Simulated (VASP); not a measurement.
Runs of VASP 6.6.1 on Si. The structure is that of space group I4/mmm (No. 139), or close to it. The cells are those of the table. 

```tsv
cell	gap on the mesh (eV)	pressure (GPa)	largest force (eV/Å)
a = 5.089 Å, angles 99.4, 99.4, 132.3°, 4 atoms	none	-3.6	0.73
a = 5.046 Å, angles 99.4, 99.4, 132.3°, 4 atoms	none	-1.7	0.86
a = 5.056 Å, angles 100.1, 100.1, 130.5°, 4 atoms	none	-3.1	1.20
a = 5.293 Å, angles 96.7, 96.7, 140.2°, 4 atoms	none	(b)	1.10
a = 5.337 Å, angles 96.7, 96.7, 140.2°, 4 atoms	none	(a)	1.00
```

Alike in all rows: task single point; level PBEsol; potentials or basis VASP PAW PBE potentials, release 64 (Si); no spin polarisation; k mesh 12 × 12 × 12; cutoff (eV) 520; smearing gaussian 0.03 eV.

**Question.** Fill in the values left out.

**Answer.** (a) -4.2; (b) -2.5.

Caveats: semilocal functionals underestimate gaps, so a narrow gap can read as zero; the PAW data sets were made with another functional, which shifts forces and pressure a little; the cell stands under tension (at least some runs).

A gap of «none» marks levels without a gap at the run's occupations.
